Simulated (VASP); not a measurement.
# CdS (P6_3mc) in VASP: single point with r2SCAN

Aim: the single point of CdS with r2SCAN.

Program: VASP 6.6.1. These are calculated values, not measurements. Logs are shortened: lines on timing, memory, paths and dates and some standing lists are left out, and cuts for length are marked.

## (1) The cell of the first run

The structure is hexagonal, space group P6_3mc (No. 186). Conventional cell: a = 4.163 Å, b = 4.163 Å, c = 6.766 Å, α = 90.00°, β = 90.00°, γ = 120.00°. Within 3.4 Å of Cd (site symmetry 3m) lie 4 S at 2.54 to 2.55 Å. Within 3.4 Å of S (site symmetry 3m) lie 4 Cd at 2.54 to 2.55 Å.

## (2) Single point, r2SCAN

Contents of POSCAR:

```
CdS
1.0
    2.0815870929      3.6054146053      0.0000000000
    0.0000000000      0.0000000000      6.7662281422
    6.2447612786     -3.6054146053      0.0000000000
Cd S
4 4
Direct
    0.5000000000     -0.0009943675      0.8333333333
    0.0000000000     -0.0009943675      0.3333333333
    0.5000000000      0.4990056325      0.1666666667
    1.0000000000      0.4990056325      0.6666666667
    0.5000000000      0.3759943675      0.8333333333
    0.0000000000      0.3759943675      0.3333333333
    0.5000000000      0.8759943675      0.1666666667
    1.0000000000      0.8759943675      0.6666666667
```

Contents of INCAR.step1:

```
SYSTEM = CdS
PREC = Accurate
ENCUT = 520
ISMEAR = 0
SIGMA = 0.02
LREAL = .FALSE.
LASPH = .TRUE.
NELM = 80
NBANDS = 46
GGA = PE
ALGO = Normal
EDIFF = 1E-4
LWAVE = .TRUE.
LCHARG = .FALSE.
```

Contents of INCAR.step2:

```
SYSTEM = CdS
PREC = Accurate
ENCUT = 520
EDIFF = 1E-6
ISMEAR = 0
SIGMA = 0.02
LREAL = .FALSE.
LASPH = .TRUE.
NELM = 80
ALGO = Normal
ISIF = 2
LWAVE = .FALSE.
LCHARG = .FALSE.
METAGGA = R2SCAN
LMIXTAU = .TRUE.
NBANDS = 46
ISTART = 1
```

Contents of KPOINTS:

```
Automatic mesh
0
G
  8 4 4
  0 0 0
```

Potentials or basis: VASP PAW PBE potentials, release 64 (Cd, S).

The run is started by

```sh
cat potpaw_PBE.64/Cd/POTCAR potpaw_PBE.64/S/POTCAR > POTCAR
cp INCAR.step1 INCAR
mpirun -np 1 vasp_std > vasp.out
cp INCAR.step2 INCAR
mpirun -np 1 vasp_std > vasp.out
```

OUTCAR:

```text
SYSTEM = CdS
   PREC = Accurate
   ENCUT = 520
   EDIFF = 1E-6
   ISMEAR = 0
   LREAL = .FALSE.
   LASPH = .TRUE.
   NELM = 80
   ISIF = 2
   METAGGA = R2SCAN
   ISTART = 1

 ion  position               nearest neighbor table
   1  0.500  0.999  0.833-   8 2.54   8 2.54   7 2.54   5 2.55
   2  0.000  0.999  0.333-   7 2.54   7 2.54   8 2.54   6 2.55
   3  0.500  0.499  0.167-   6 2.54   6 2.54   5 2.54   7 2.55
   4  0.000  0.499  0.667-   5 2.54   5 2.54   6 2.54   8 2.55
   5  0.500  0.376  0.833-   4 2.54   4 2.54   3 2.54   1 2.55
   6  0.000  0.376  0.333-   3 2.54   3 2.54   4 2.54   2 2.55
   7  0.500  0.876  0.167-   2 2.54   2 2.54   1 2.54   3 2.55
   8  0.000  0.876  0.667-   1 2.54   1 2.54   2 2.54   4 2.55

  LATTYP: Found a simple orthorhombic cell.
 ALAT       =     4.1631741858
 B/A-ratio  =     1.6252570371
 C/A-ratio  =     1.7320508075

  Lattice vectors:

 A1 = (   2.0815870929,   3.6054146053,   0.0000000000)
 A2 = (   0.0000000000,   0.0000000000,   6.7662281422)
 A3 = (   6.2447612786,  -3.6054146053,   0.0000000000)

Analysis of symmetry for initial positions (statically):
=====================================================================
 Subroutine PRICEL returns following result:

  LATTYP: Found a hexagonal cell.
 ALAT       =     4.1631741857
 C/A-ratio  =     1.6252570371

  Lattice vectors:

 A1 = (   4.1631741857,   0.0000000000,   0.0000000000)
 A2 = (  -2.0815870929,   3.6054146053,   0.0000000000)
 A3 = (   0.0000000000,   0.0000000000,   6.7662281422)

   2 primitive cells build up your supercell.

 Routine SETGRP: Setting up the symmetry group for a
 simple orthorhombic supercell.

 Subroutine GETGRP returns: Found  4 space group operations
 (whereof  2 operations were pure point group operations)
 out of a pool of  8 trial point group operations.

The static configuration has the point symmetry C_1h.
 The point group associated with its full space group is C_2v.

Analysis of symmetry for dynamics (positions and initial velocities):
=====================================================================
 Subroutine PRICEL returns following result:

  LATTYP: Found a hexagonal cell.
 ALAT       =     4.1631741857
 C/A-ratio  =     1.6252570371

  Lattice vectors:

[... 119 lines left out ...]
   LREAL  =      F    real-space projection
   EDIFFG = 0.1E-04   stopping-criterion for IOM
   NSW    =      0    number of steps for IOM
   IBRION =     -1    ionic relax: 0-MD 1-quasi-New 2-CG
   NFREE  =      0    steps in history (QN), initial steepest desc. (CG)
   ISIF   =      2    stress and relaxation
   ISYM   =      2    0-nonsym 1-usesym 2-fastsym
   POTIM  = 0.5000    time-step for ionic-motion
   TEBEG  =    0.0;   TEEND  =   0.0 temperature during run
   PSTRESS=    0.0 pullay stress
   NELECT =      72.0000    total number of electrons
   NUPDOWN=      -1.0000    fix difference up-down
   EMIN   =  10.00;   EMAX   =-10.00  energy-range for DOS
   EFERMI =   0.00;   METHOD = LEGACY
   ISMEAR =     0;   SIGMA  =   0.02  broadening in eV -4-tet -1-fermi 0-gaus
   EFERMI_NEDOS =   21; number of points for ismear=-14 and -15
   IALGO  =     38    algorithm
   IMIX   =      4    mixing-type and parameters
     AMIX     =   0.40;   BMIX     =  1.00
     AMIX_MAG =   1.60;   BMIX_MAG =  1.00
  volume/ion in A,a.u.               =      25.39       171.34
  Fermi-wavevector in a.u.,A,eV,Ry     =   1.158600  2.189437 18.263834  1.342354
  Thomas-Fermi vector in A             =   2.295201
   LORBIT       =      0    0 simple, 1 ext, 2 COOP (PROOUT), +10 PAW based schemes
   METAGGA = R2SCAN    functional components
   LHFCALC =     F    Hartree Fock is set to
   AEXX    =    0.0000 exact exchange contribution
   IVDW    =     0    specifies the selected vdW correction
   LEPSILON=     F    determine dielectric tensor
   LRPA    =     F    only Hartree local field effects (RPA)
 non-spin polarized calculation
 Gauss-broadening in eV      SIGMA  =   0.02
  energy-cutoff  :      520.00
  volume of cell :      203.12
 maximum number of plane-waves:      5506
 NGX is ok and might be reduce to    32
   NGX = 15   NGY = 25   NGZ = 27

 number of electron      71.9999992 magnetization

 Free energy of the ion-electron system (eV)
  ---------------------------------------------------
  ext. energy  EPLUGINS =         0.00000000
  ---------------------------------------------------
  free energy    TOTEN  =      -118.76453324 eV

  energy without entropy =     -118.76453324  energy(sigma->0) =     -118.76453324

 E-fermi :   0.9816     XC(G=0):  -9.6122

 val. band max:        0.8494045184   @ k =   0.0000   0.0000   0.0000
 cond. band min:       2.4774884155   @ k =   0.0000   0.0000   0.0000
 fundamental gap:      1.6280838971
 Fermi energy:         0.9815641425

 k-point     1 :       0.0000    0.0000    0.0000
  band No.  band energies     occupation
      1     -11.8835      2.00000
      2     -11.4793      2.00000
      3     -11.4694      2.00000
      4     -11.3496      2.00000
      5      -7.0122      2.00000
      6      -7.0083      2.00000
[... 1165 lines left out ...]
     45       7.9417      0.00000
     46       8.4832      0.00000

 [... further k-points ...]

------------------------ aborting loop because EDIFF is reached ----------------------------------------

  FORCE on cell =-STRESS in cart. coord.  units (eV):
  Direction    XX          YY          ZZ          XY          YZ          ZX
  --------------------------------------------------------------------------------------
  -------------------------------------------------------------------------------------
  Total        0.4296965      0.4340797      0.3947520      0.0037960      0.0000000      0.0000000
  in kB        3.3893465      3.4239203      3.1137127      0.0299417      0.0000000      0.0000000
  external PRESSURE =       3.3089932 kB  Pullay stress =       0.0000000 kB

 VOLUME and BASIS-vectors are now :
 -----------------------------------------------------------------------------
  energy-cutoff  :      520.00
  volume of cell :      203.12
      direct lattice vectors                 reciprocal lattice vectors
     2.081587093  3.605414605  0.000000000     0.120100668  0.208020459  0.000000000
     0.000000000  0.000000000  6.766228142     0.000000000  0.000000000  0.147792829
     6.244761279 -3.605414605  0.000000000     0.120100668 -0.069340153  0.000000000

 POSITION                                       TOTAL-FORCE (eV/Angst)
 -----------------------------------------------------------------------------------
      6.24476     -1.20180      6.75950         0.000096     -0.000055      0.003004
      2.08159     -1.20180      6.75950         0.000096     -0.000055      0.003004
      2.08159      1.20180      3.37639        -0.000096      0.000055      0.003004
      4.16317     -2.40361      3.37639        -0.000096      0.000055      0.003004
      6.24476     -1.20180      2.54406         0.000045     -0.000026     -0.003004
      2.08159     -1.20180      2.54406         0.000045     -0.000026     -0.003004
      2.08159      1.20180      5.92718        -0.000045      0.000026     -0.003004
      4.16317     -2.40361      5.92718        -0.000045      0.000026     -0.003004
 -----------------------------------------------------------------------------------
    total drift:                               -0.000017      0.000010     -0.016891

  FREE ENERGIE OF THE ION-ELECTRON SYSTEM (eV)
  ---------------------------------------------------
  free  energy   TOTEN  =      -118.7645332443 eV

  energy  without entropy=     -118.7645332443  energy(sigma->0) =     -118.76453324
```

OUTCAR.step1:

```text
SYSTEM = CdS
   PREC = Accurate
   ENCUT = 520
   ISMEAR = 0
   LREAL = .FALSE.
   LASPH = .TRUE.
   NELM = 80
[... 1438 lines left out ...]
      2.08159     -1.20180      2.54406         0.000056     -0.000033     -0.005654
      2.08159      1.20180      5.92718        -0.000056      0.000033     -0.005654
      4.16317     -2.40361      5.92718        -0.000056      0.000033     -0.005654
 -----------------------------------------------------------------------------------
    total drift:                               -0.000016      0.000009     -0.003352

  FREE ENERGIE OF THE ION-ELECTRON SYSTEM (eV)
  ---------------------------------------------------
  free  energy   TOTEN  =       -24.5655619789 eV

  energy  without entropy=      -24.5655619789  energy(sigma->0) =      -24.56556198
```

OSZICAR.step1:

```text
N       E                     dE             d eps       ncg     rms          rms(c)
DAV:   1     0.521943340677E+03    0.52194E+03   -0.34976E+04  4140   0.144E+03
DAV:   2     0.744448792208E+01   -0.51450E+03   -0.50016E+03  4606   0.359E+02
DAV:   3    -0.262572067052E+02   -0.33702E+02   -0.33504E+02  4868   0.893E+01
DAV:   4    -0.267401598761E+02   -0.48295E+00   -0.48234E+00  4766   0.103E+01
DAV:   5    -0.267484707873E+02   -0.83109E-02   -0.83101E-02  4880   0.136E+00    0.155E+01
DAV:   6    -0.246017845593E+02    0.21467E+01   -0.46720E+00  5140   0.159E+01    0.122E+01
DAV:   7    -0.245778305543E+02    0.23954E-01   -0.17434E+00  4570   0.529E+00    0.558E+00
DAV:   8    -0.245692918697E+02    0.85387E-02   -0.25188E-01  4602   0.368E+00    0.816E-01
DAV:   9    -0.245649162043E+02    0.43757E-02   -0.47742E-02  4946   0.200E+00    0.271E-01
DAV:  10    -0.245652352476E+02   -0.31904E-03   -0.35192E-03  4644   0.468E-01    0.192E-01
DAV:  11    -0.245653503313E+02   -0.11508E-03   -0.34332E-04  4170   0.891E-02    0.194E-01
DAV:  12    -0.245654570322E+02   -0.10670E-03   -0.19686E-04  3354   0.465E-02    0.787E-02
DAV:  13    -0.245655693328E+02   -0.11230E-03   -0.14667E-04  3336   0.517E-02    0.776E-02
DAV:  14    -0.245655619789E+02    0.73539E-05   -0.93068E-06  2544   0.212E-02
   1 F= -.24565562E+02 E0= -.24565562E+02  d E =-.194967E-17
```

Wall time 15 min (1 thread of AMD EPYC 9R14 (Zen 4), shared host); peak memory 0.47 GiB.

Results:

```
Free energy            : -118.7645 eV
Pressure               : 0.3 GPa
Largest force          : 0.003 eV/Å
Band gap on the k mesh : 1.63 eV
```

Forces in eV/Å, atoms in the order of the input:
```
Cd   0.000  0.000  0.003
Cd   0.000  0.000  0.003
Cd   0.000  0.000  0.003
Cd   0.000  0.000  0.003
S    0.000  0.000 -0.003
S    0.000  0.000 -0.003
S    0.000  0.000 -0.003
S    0.000  0.000 -0.003
```

Levels at points of the mesh, in eV from the valence-band top:
```csv
k point,band 33,band 34,band 35,band 36,band 37,band 38,band 39,band 40
"(0.00, 0.00, 0.00)",-0.74,-0.04,0.00,0.00,1.63,3.22,4.15,4.25
"(0.50, 0.00, 0.00)",-1.29,-1.29,-1.20,-1.20,4.89,4.89,5.25,5.25
"(0.00, 0.50, 0.00)",-0.38,-0.38,-0.38,-0.38,3.27,3.27,3.87,3.87
"(0.50, 0.50, 0.00)",-1.16,-1.16,-1.16,-1.16,4.70,4.70,4.70,4.70
"(0.00, 0.00, 0.50)",-0.48,-0.48,-0.37,-0.37,3.39,3.39,4.43,4.43
"(0.50, 0.00, 0.50)",-1.26,-1.26,-0.74,-0.74,4.15,4.15,4.25,4.25
"(0.00, 0.50, 0.50)",-0.88,-0.88,-0.88,-0.88,4.24,4.24,4.24,4.24
"(0.50, 0.50, 0.50)",-1.30,-1.30,-1.30,-1.30,3.87,3.87,3.87,3.87
```

Caveat: the PAW data sets were made with another functional, which shifts forces and pressure a little.
